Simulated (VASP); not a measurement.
Here is a VASP 6.6.1 calculation.

Contents of INCAR:

```
SYSTEM = FeSi2
PREC = Accurate
ENCUT = 600
EDIFF = 1E-6
ISMEAR = 0
SIGMA = 0.1
LREAL = .False.
LASPH = .True.
NELM = 80
ALGO = Normal
ISIF = 3
LWAVE = .False.
LCHARG = .False.
GGA = PS
IBRION = 2
NSW = 80
EDIFFG = -0.002
```

KPOINTS

```
regular mesh
0
Gamma
  16 16 8
  0 0 0
```

POSCAR

```
FeSi2
1.0
    2.6840000000      0.0000000000      0.0000000000
    0.0000000000      2.6840000000      0.0000000000
    0.0000000000      0.0000000000      5.1280000000
Fe Si
1 2
Direct
    0.0000000000      0.0000000000      0.0000000000
    0.5000000000      0.5000000000      0.2700000000
    0.5000000000      0.5000000000      0.7300000000
```

Potentials or basis: VASP PAW PBE potentials, release 64 (Fe, Si).

Run with:

```console
$ cat potpaw_PBE.64/Fe/POTCAR potpaw_PBE.64/Si/POTCAR > POTCAR
$ mpirun -np 1 vasp_std > vasp.out
```

(1) Predict the band gap on the k mesh.

(2) What does it give for the relaxed cell?

Answers

(1) zero (band 8 reaches 10.20 eV, above the bottom of band 9 at 9.83 eV).

(2) a = 2.678 Å, b = 2.678 Å, c = 5.109 Å, α = 90.00°, β = 90.00°, γ = 90.00°.
